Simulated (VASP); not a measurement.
Here is a VASP 6.6.1 calculation.

File INCAR:

```
SYSTEM = BiRu
ALGO = Normal
EDIFF = 1E-8
ENCUT = 520
GGA = PS
ISIF = 2
ISMEAR = -1
LASPH = .True.
LCHARG = .False.
LEFG = .True.
LREAL = .False.
LWAVE = .False.
NBANDS = 22
NELM = 100
PREC = Accurate
SIGMA = 0.05
```

File KPOINTS:

```
k-points
0
Gamma
  10 10 10
  0 0 0
```

The input POSCAR:

```
BiRu
1.0
    0.0000000000      2.7747409757      2.7747409757
    2.7747409757      0.0000000000      2.7747409757
    2.7747409757      2.7747409757      0.0000000000
Ru Bi
1 1
Direct
    0.0000000000      0.0000000000      0.0000000000
    0.5000000000      0.5000000000      0.5000000000
```

Potentials or basis: VASP PAW PBE potentials, release 64 (Ru_pv, Bi_d).

Launch:

```console
$ cat potpaw_PBE.64/Ru_pv/POTCAR potpaw_PBE.64/Bi_d/POTCAR > POTCAR
$ mpirun -np 1 vasp_std > vasp.out
```

Problem. What does it give for the pressure?

Solution. -5.3 GPa.

Problem. What does it give for the band gap on the k mesh?

Solution. Zero (an odd number of electrons rules out a gap without spin polarisation).

Caveat: the cell stands under tension; the PAW data sets were made with another functional, which shifts forces and pressure a little; spin-orbit coupling is left out, which moves the levels of the heavy elements.
